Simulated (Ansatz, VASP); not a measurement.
**Two plane-wave programs on K2SiB2**

```xyz
5
Lattice="2.9647 -4.2501 0.0000 2.9647 4.2501 0.0000 0.0000 0.0000 4.8909" Properties=species:S:1:pos:R:3 pbc="T T T"
K     2.9647    2.5412    0.0000
K     2.9647   -2.5412    0.0000
Si    0.0000    0.0000    2.4455
B     2.9647    0.0000    0.0000
B     2.9647    0.0000    2.4455
```

Alike in both runs: task single point; functional PBE; k mesh 4 × 4 × 4; occupations gaussian, width 0.1 eV; no spin polarisation.

|  | VASP | Ansatz |
| --- | --- | --- |
| version | VASP 6.6.1 | Ansatz 0.2.0 |
| potentials or method | VASP PAW PBE potentials, release 64 (K_sv, Si, B), cutoff 520 eV | scalar-relativistic, plane waves, PAW |
| valence electrons in the cell | 28 | 28 |

Ansatz gave:

* gap on the k mesh at the Fermi level (eV): none
* pressure (GPa): -0.4
* traceless stress, the component that is largest in VASP (GPa): 11.44
* rms of the force components (eV/Å): 0.118

**Question.** What did VASP give for the same quantities?

**Answer.** gap on the k mesh at the Fermi level (eV): none; pressure (GPa): -0.3; traceless stress, the component that is largest in VASP (GPa): 11.50; rms of the force components (eV/Å): 0.120.

Atom by atom the forces differ by 0.003 eV/Å (rms over components). A gap of «none» marks a metal or a gap that the smearing closes.
